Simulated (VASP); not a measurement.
# LiBr (Fm-3m) in VASP: notebook

Runs on LiBr. Level: PBE. Tasks: single point.

Program: VASP 6.6.1. These are calculated values, not measurements. Logs are shortened: lines on timing, memory, paths and dates and some standing lists are left out, and cuts for length are marked.

**1. The cell of the first run**

Symmetry: Fm-3m, No. 225, cubic system. Conventional cell: a = 5.389 Å, b = 5.389 Å, c = 5.389 Å, α = 90.00°, β = 90.00°, γ = 90.00°. Within 3.6 Å of Li (site symmetry m-3m) lie 6 Br at 2.69 Å. Within 3.6 Å of Br (site symmetry m-3m) lie 6 Li at 2.69 Å.

**2. Single point, PBE**

File INCAR:

```
SYSTEM = LiBr
PREC     = Accurate       ! precision mode
ENCUT    = 750            ! plane-wave cutoff, eV
EDIFF    = 1E-6           ! SCF threshold, eV
ISMEAR   = 0              ! smearing method
SIGMA    = 0.01           ! smearing width, eV
LREAL    = .False.        ! projectors in reciprocal space
LASPH    = .True.         ! aspherical terms in the spheres
NELM     = 120            ! most SCF steps
ALGO     = Normal         ! electronic algorithm
ISIF     = 2              ! what is computed and relaxed
LWAVE    = .False.        ! write WAVECAR
LCHARG   = .False.        ! write CHGCAR
GGA      = PE             ! functional
NBANDS   = 12             ! bands
GGA_COMPAT= .False.
```

File KPOINTS:

```
regular mesh
0
Gamma
  6 6 6
  0 0 0
```

File POSCAR:

```
LiBr
1.0
    0.0000000000      2.6944985299      2.6944985299
    2.6944985299      0.0000000000      2.6944985299
    2.6944985299      2.6944985299      0.0000000000
Li Br
1 1
Direct
    0.0000000000      0.0000000000      0.0000000000
    0.5000000000      0.5000000000      0.5000000000
```

Potentials or basis: VASP PAW PBE potentials, release 64 (Li_sv, Br).

The run is started by

```
> cat potpaw_PBE.64/Li_sv/POTCAR potpaw_PBE.64/Br/POTCAR > POTCAR
> mpirun -np 1 vasp_std > vasp.out
```

OUTCAR:

```text
SYSTEM = LiBr
   PREC = Accurate
   ENCUT = 750
   EDIFF = 1E-6
   ISMEAR = 0
   LREAL = .False.
   LASPH = .True.
   NELM = 120
   ISIF = 2
   GGA = PE

 ion  position               nearest neighbor table
   1  0.000  0.000  0.000-   2 2.69   2 2.69   2 2.69   2 2.69   2 2.69   2 2.69
   2  0.500  0.500  0.500-   1 2.69   1 2.69   1 2.69   1 2.69   1 2.69   1 2.69

  LATTYP: Found a face centered cubic cell.
 ALAT       =     5.3889970598

  Lattice vectors:

 A1 = (   0.0000000000,   2.6944985299,   2.6944985299)
 A2 = (   2.6944985299,   0.0000000000,   2.6944985299)
 A3 = (   2.6944985299,   2.6944985299,   0.0000000000)

Analysis of symmetry for initial positions (statically):
=====================================================================
 Subroutine PRICEL returns:
 Original cell was already a primitive cell.

 Routine SETGRP: Setting up the symmetry group for a
 face centered cubic supercell.

 Subroutine GETGRP returns: Found 48 space group operations
 (whereof 48 operations were pure point group operations)
 out of a pool of 48 trial point group operations.

The static configuration has the point symmetry O_h .

Analysis of symmetry for dynamics (positions and initial velocities):
=====================================================================
 Subroutine PRICEL returns:
 Original cell was already a primitive cell.

 Routine SETGRP: Setting up the symmetry group for a
 face centered cubic supercell.

 Subroutine GETGRP returns: Found 48 space group operations
 (whereof 48 operations were pure point group operations)
 out of a pool of 48 trial point group operations.

The dynamic configuration has the point symmetry O_h .

 Subroutine INISYM returns: Found 48 space group operations
 (whereof 48 operations are pure point group operations),
 and found     1 'primitive' translations

----------------------------------------------------------------------------------------

                                     Primitive cell

  volume of cell :      39.1259

  direct lattice vectors                    reciprocal lattice vectors
     0.000000000  2.694498530  2.694498530    -0.185563286  0.185563286  0.185563286
     2.694498530  0.000000000  2.694498530     0.185563286 -0.185563286  0.185563286
     2.694498530  2.694498530  0.000000000     0.185563286  0.185563286 -0.185563286

  length of vectors
     3.810596365  3.810596365  3.810596365     0.321405039  0.321405039  0.321405039

  position of ions in fractional coordinates (direct lattice)
     0.000000000  0.000000000  0.000000000
[... 79 lines left out ...]
   PSTRESS=    0.0 pullay stress
   NELECT =      10.0000    total number of electrons
   NUPDOWN=      -1.0000    fix difference up-down
   EMIN   =  10.00;   EMAX   =-10.00  energy-range for DOS
   EFERMI =   0.00;   METHOD = LEGACY
   ISMEAR =     0;   SIGMA  =   0.01  broadening in eV -4-tet -1-fermi 0-gaus
   EFERMI_NEDOS =   21; number of points for ismear=-14 and -15
   IALGO  =     38    algorithm
   IMIX   =      4    mixing-type and parameters
     AMIX     =   0.40;   BMIX     =  1.00
     AMIX_MAG =   1.60;   BMIX_MAG =  1.00
  volume/ion in A,a.u.               =      19.56       132.02
  Fermi-wavevector in a.u.,A,eV,Ry     =   1.038931  1.963296 14.685836  1.079378
  Thomas-Fermi vector in A             =   2.173438
   LORBIT       =      0    0 simple, 1 ext, 2 COOP (PROOUT), +10 PAW based schemes
   GGA     = PE    functional components
   LHFCALC =     F    Hartree Fock is set to
   AEXX    =    0.0000 exact exchange contribution
   IVDW    =     0    specifies the selected vdW correction
   LEPSILON=     F    determine dielectric tensor
   LRPA    =     F    only Hartree local field effects (RPA)
 non-spin polarized calculation
 Gauss-broadening in eV      SIGMA  =   0.01
  energy-cutoff  :      750.00
  volume of cell :       39.13
 maximum number of plane-waves:      1853
 NGX is ok and might be reduce to    36
   NGX = 17   NGY = 17   NGZ = 17

 number of electron      10.0000001 magnetization

 Free energy of the ion-electron system (eV)
  ---------------------------------------------------
  ext. energy  EPLUGINS =         0.00000000
  ---------------------------------------------------
  free energy    TOTEN  =        -6.62544549 eV

  energy without entropy =       -6.62544549  energy(sigma->0) =       -6.62544549

 E-fermi :   0.8581     XC(G=0):  -8.6851

 val. band max:        0.7603067737   @ k =   0.0000   0.0000   0.0000
 cond. band min:       5.9849205054   @ k =   0.0000   0.0000   0.0000
 fundamental gap:      5.2246137317
 Fermi energy:         0.8581240766

 k-point     1 :       0.0000    0.0000    0.0000
  band No.  band energies     occupation
      1     -43.5523      2.00000
      2     -12.8927      2.00000
      3       0.7603      2.00000
      4       0.7603      2.00000
      5       0.7603      2.00000
      6       5.9849      0.00000
      7      11.3050      0.00000
      8      11.3050      0.00000
      9      11.3050      0.00000
     10      13.2748      0.00000
     11      13.2748      0.00000
     12      13.2748      0.00000
[... 211 lines left out ...]
 k-point    16 :      -0.3333    0.5000    0.1667
  band No.  band energies     occupation
      1     -43.5503      2.00000
      2     -12.1181      2.00000
      3      -2.0376      2.00000
      4      -1.1127      2.00000
      5      -0.4986      2.00000
      6       8.0420      0.00000
      7       9.1058      0.00000
      8      10.7697      0.00000
      9      11.6434      0.00000
     10      14.2728      0.00000
     11      16.4006      0.00000
     12      18.5421      0.00000

------------------------ aborting loop because EDIFF is reached ----------------------------------------

  FORCE on cell =-STRESS in cart. coord.  units (eV):
  Direction    XX          YY          ZZ          XY          YZ          ZX
  --------------------------------------------------------------------------------------
  -------------------------------------------------------------------------------------
  Total        0.4756415      0.4756415      0.4756415     -0.0000000      0.0000000     -0.0000000
  in kB       19.4771988     19.4771988     19.4771988     -0.0000000      0.0000000     -0.0000000
  external PRESSURE =      19.4771988 kB  Pullay stress =       0.0000000 kB

 VOLUME and BASIS-vectors are now :
 -----------------------------------------------------------------------------
  energy-cutoff  :      750.00
  volume of cell :       39.13
      direct lattice vectors                 reciprocal lattice vectors
     0.000000000  2.694498530  2.694498530    -0.185563286  0.185563286  0.185563286
     2.694498530  0.000000000  2.694498530     0.185563286 -0.185563286  0.185563286
     2.694498530  2.694498530  0.000000000     0.185563286  0.185563286 -0.185563286

 POSITION                                       TOTAL-FORCE (eV/Angst)
 -----------------------------------------------------------------------------------
      0.00000      0.00000      0.00000        -0.000000      0.000000      0.000000
      2.69450      2.69450      2.69450         0.000000     -0.000000     -0.000000
 -----------------------------------------------------------------------------------
    total drift:                                0.000000      0.000000      0.000000

  FREE ENERGIE OF THE ION-ELECTRON SYSTEM (eV)
  ---------------------------------------------------
  free  energy   TOTEN  =        -6.6254454860 eV

  energy  without entropy=       -6.6254454860  energy(sigma->0) =       -6.62544549
```

OSZICAR:

```text
N       E                     dE             d eps       ncg     rms          rms(c)
DAV:   1     0.462359663613E+02    0.46236E+02   -0.47241E+03   384   0.976E+02
DAV:   2    -0.390448324918E+01   -0.50140E+02   -0.48494E+02   476   0.148E+02
DAV:   3    -0.657053221708E+01   -0.26660E+01   -0.26547E+01   516   0.361E+01
DAV:   4    -0.664948543914E+01   -0.78953E-01   -0.78919E-01   532   0.579E+00
DAV:   5    -0.664989960216E+01   -0.41416E-03   -0.41416E-03   500   0.423E-01    0.204E+00
DAV:   6    -0.662111029672E+01    0.28789E-01   -0.54484E-02   472   0.110E+00    0.125E+00
DAV:   7    -0.662337846211E+01   -0.22682E-02   -0.35390E-02   536   0.102E+00    0.434E-01
DAV:   8    -0.662542501047E+01   -0.20465E-02   -0.37386E-03   464   0.421E-01    0.666E-02
DAV:   9    -0.662541461923E+01    0.10391E-04   -0.85125E-05   444   0.677E-02    0.216E-02
DAV:  10    -0.662544433327E+01   -0.29714E-04   -0.43873E-05   480   0.455E-02    0.122E-02
DAV:  11    -0.662544560779E+01   -0.12745E-05   -0.36949E-06   480   0.114E-02    0.474E-03
DAV:  12    -0.662544548603E+01    0.12177E-06   -0.23246E-07   276   0.355E-03
   1 F= -.66254455E+01 E0= -.66254455E+01  d E =-.218670E-45
```

Run time: 15 s. Hardware: 1 thread of AMD EPYC 7R43 (Zen 3), shared host; peak memory 0.17 GiB.

What came out:

```yaml
Free_energy: -6.6254 eV
Pressure: 1.9 GPa
Band_gap_on_the_k_mesh: 5.22 eV, direct
```

A k mesh can miss the band edges. Expect the measured gap to be larger: semilocal functionals such as PBE lack the derivative discontinuity.

**3. Single point, PBE**

This run uses another cell than the first one, of 20.19 Å³/atom, 1.032 times its volume.

File INCAR:

```
SYSTEM = LiBr
ALGO = Normal
EDIFF = 1E-6
ENCUT = 750
GGA = PE
GGA_COMPAT = .False.
ISIF = 2
ISMEAR = 0
LASPH = .True.
LCHARG = .True.
LELF = .True.
LREAL = .False.
LVHAR = .True.
LWAVE = .False.
NBANDS = 12
NELM = 120
PREC = Accurate
SIGMA = 0.01
```

File KPOINTS:

```
k-points
0
Gamma
  6 6 6
  0 0 0
```

File POSCAR:

```
LiBr
1.0
    0.0000000000      2.7228637568      2.7228637568
    2.7228637568      0.0000000000      2.7228637568
    2.7228637568      2.7228637568      0.0000000000
Li Br
1 1
Direct
    0.0000000000      0.0000000000      0.0000000000
    0.5000000000      0.5000000000      0.5000000000
```

Potentials or basis: VASP PAW PBE potentials, release 64 (Li_sv, Br).

The run is started by

```
> cat potpaw_PBE.64/Li_sv/POTCAR potpaw_PBE.64/Br/POTCAR > POTCAR
> mpirun -np 1 vasp_std > vasp.out
```

OUTCAR:

```text
SYSTEM = LiBr
   EDIFF = 1E-6
   ENCUT = 750
   GGA = PE
   ISIF = 2
   ISMEAR = 0
   LASPH = .True.
   LREAL = .False.
   NELM = 120
   PREC = Accurate

 ion  position               nearest neighbor table
   1  0.000  0.000  0.000-
   2  0.500  0.500  0.500-

  LATTYP: Found a face centered cubic cell.
 ALAT       =     5.4457275136

  Lattice vectors:

 A1 = (   0.0000000000,   2.7228637568,   2.7228637568)
 A2 = (   2.7228637568,   0.0000000000,   2.7228637568)
 A3 = (   2.7228637568,   2.7228637568,   0.0000000000)

Analysis of symmetry for initial positions (statically):
=====================================================================
 Subroutine PRICEL returns:
 Original cell was already a primitive cell.

 Routine SETGRP: Setting up the symmetry group for a
 face centered cubic supercell.

 Subroutine GETGRP returns: Found 48 space group operations
 (whereof 48 operations were pure point group operations)
 out of a pool of 48 trial point group operations.

The static configuration has the point symmetry O_h .

[... 160 lines left out ...]
  band No.  band energies     occupation
      1     -43.8256      2.00000
      2     -13.0099      2.00000
      3       0.5278      2.00000
      4       0.5278      2.00000
      5       0.5278      2.00000
      6       5.6048      0.00000
      7      11.0513      0.00000
      8      11.0513      0.00000
      9      11.0513      0.00000
     10      12.9037      0.00000
     11      12.9037      0.00000
     12      12.9037      0.00000
[... 211 lines left out ...]
 k-point    16 :      -0.3333    0.5000    0.1667
  band No.  band energies     occupation
      1     -43.8240      2.00000
      2     -12.2965      2.00000
      3      -2.1309      2.00000
      4      -1.2466      2.00000
      5      -0.6680      2.00000
      6       7.7441      0.00000
      7       8.8589      0.00000
      8      10.4217      0.00000
      9      11.2371      0.00000
     10      13.8291      0.00000
     11      15.9732      0.00000
     12      18.0292      0.00000

------------------------ aborting loop because EDIFF is reached ----------------------------------------

  FORCE on cell =-STRESS in cart. coord.  units (eV):
  Direction    XX          YY          ZZ          XY          YZ          ZX
  --------------------------------------------------------------------------------------
  -------------------------------------------------------------------------------------
  Total        0.2381438      0.2381438      0.2381438      0.0000000      0.0000000      0.0000000
  in kB        9.4502228      9.4502228      9.4502228      0.0000000      0.0000000      0.0000000
  external PRESSURE =       9.4502228 kB  Pullay stress =       0.0000000 kB

 VOLUME and BASIS-vectors are now :
 -----------------------------------------------------------------------------
  energy-cutoff  :      750.00
  volume of cell :       40.37
      direct lattice vectors                 reciprocal lattice vectors
     0.000000000  2.722863757  2.722863757    -0.183630194  0.183630194  0.183630194
     2.722863757  0.000000000  2.722863757     0.183630194 -0.183630194  0.183630194
     2.722863757  2.722863757  0.000000000     0.183630194  0.183630194 -0.183630194

 POSITION                                       TOTAL-FORCE (eV/Angst)
 -----------------------------------------------------------------------------------
      0.00000      0.00000      0.00000         0.000000      0.000000      0.000000
      2.72286      2.72286      2.72286        -0.000000     -0.000000     -0.000000
 -----------------------------------------------------------------------------------
    total drift:                                0.000000      0.000000      0.000000

  FREE ENERGIE OF THE ION-ELECTRON SYSTEM (eV)
  ---------------------------------------------------
  free  energy   TOTEN  =        -6.6369139249 eV

  energy  without entropy=       -6.6369139249  energy(sigma->0) =       -6.63691392
```

stdout:

```text
POSCAR found type information on POSCAR LiBr
 POSCAR found :  2 types and       2 ions
 scaLAPACK will be used
 LDA part: xc-table for (Slater+PW92), standard interpolation
 POSCAR, INCAR and KPOINTS ok, starting setup
 FFT: planning ... GRIDC
 FFT: planning ... GRID_SOFT
 FFT: planning ... GRID
 WAVECAR not read
 entering main loop
```

It took 16 s on 1 thread of AMD EPYC 7R43 (Zen 3), shared host; peak memory 0.17 GiB.

Results:

* Free energy: -6.6369 eV
* Pressure: 0.9 GPa
* Band gap on the k mesh: 5.08 eV, direct

Levels at points of the mesh, in eV from the valence-band top:
```csv
k point,band 2,band 3,band 4,band 5,band 6,band 7,band 8,band 9
"(0.00, 0.00, 0.00)",-13.54,0.00,0.00,0.00,5.08,10.52,10.52,10.52
"(0.50, 0.00, 0.00)",-13.03,-3.01,-0.28,-0.28,5.64,8.11,8.11,12.06
"(0.50, 0.50, 0.00)",-12.82,-3.02,-1.20,-1.20,6.29,7.06,11.88,12.64
```

**4. Single point, PBE**

This run uses another cell than the first one, of 20.81 Å³/atom, 1.064 times its volume.

File INCAR:

```
PREC = Accurate ; ENCUT = 750
EDIFF = 1E-6 ; ISMEAR = 0
SIGMA = 0.01 ; LREAL = False
LASPH = True ; NELM = 120
ALGO = Normal ; ISIF = 2
LWAVE = False ; LCHARG = False
GGA = PE ; NBANDS = 12
GGA_COMPAT = False
```

File KPOINTS:

```
Automatic mesh
0
Gamma
  6 6 6
```

File POSCAR:

```
LiBr
1.0
    0.0000000000      2.7506500000      2.7506500000
    2.7506500000      0.0000000000      2.7506500000
    2.7506500000      2.7506500000      0.0000000000
Li Br
1 1
Direct
    0.0000000000      0.0000000000      0.0000000000
    0.5000000000      0.5000000000      0.5000000000
```

The run is started by

```
> cat potpaw_PBE.64/Li_sv/POTCAR potpaw_PBE.64/Br/POTCAR > POTCAR
> mpirun -np 1 vasp_std > vasp.out
```

It took 15 s on 1 thread of AMD EPYC 7R43 (Zen 3), shared host; peak memory 0.17 GiB.

The run converged. Its results:

| Quantity | Value |
| --- | --- |
| Free energy | -6.6411 eV |
| Pressure | 0.1 GPa |
| Band gap on the k mesh | 4.94 eV, direct |

Levels at points of the mesh, in eV from the valence-band top:
```csv
k point,band 3,band 4,band 5,band 6,band 7,band 8
"(0.00, 0.00, 0.00)",0.00,0.00,0.00,4.94,10.50,10.50
"(0.50, 0.00, 0.00)",-2.88,-0.26,-0.26,5.62,8.11,8.11
"(0.50, 0.50, 0.00)",-2.88,-1.14,-1.14,6.25,7.11,11.62
```

PBE gaps usually lie below the measured ones, often by a third to a half.

**5. The runs side by side**

```tsv
cell	gap on the mesh (eV)	pressure (GPa)
a = 3.811 Å, angles 60.0°, 2 atoms	5.22	1.9
a = 3.851 Å, angles 60.0°, 2 atoms	5.08	0.9
a = 3.890 Å, angles 60.0°, 2 atoms	4.94	0.1
```

Alike in all rows: task single point; level PBE; potentials or basis VASP PAW PBE potentials, release 64 (Li_sv, Br); no spin polarisation; k mesh 6 × 6 × 6; cutoff (eV) 750; smearing gaussian 0.01 eV.

Absolute energies hang on the potentials; compare differences alone.
